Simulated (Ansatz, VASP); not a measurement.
**Co in VASP and in Ansatz**

```
Co
1.0
     2.44461    0.00000    0.00000
    -1.22231    2.11710    0.00000
     0.00000    0.00000    3.93873
Co
2
Direct
  0.33333 0.66667 0.25000
  0.66667 0.33333 0.75000
```

Alike in both runs: task single point; functional RPBE; k mesh 24 × 24 × 13; occupations fermi-dirac, width 0.1 eV; no spin polarisation.

```csv
,VASP,Ansatz
version,VASP 6.6.1,Ansatz 0.2.0
potentials or method,"VASP PAW PBE potentials, release 64 (Co), cutoff 520 eV","plane waves (420 eV) with PAW, scalar-relativistic"
valence electrons in the cell,18,34
```

|  | VASP | Ansatz | Ansatz less VASP |
| --- | --- | --- | --- |
| pressure (GPa) | 9.6 | 10.3 | +0.71 |
| traceless stress, the component that is largest in VASP (GPa) | 0.06 | 0.13 | +0.071 |

VASP's potentials were made for PBE, not for RPBE. VASP's potentials hold 18 valence electrons a cell and Ansatz's 34, so a difference there can come from the potentials and not from the codes.
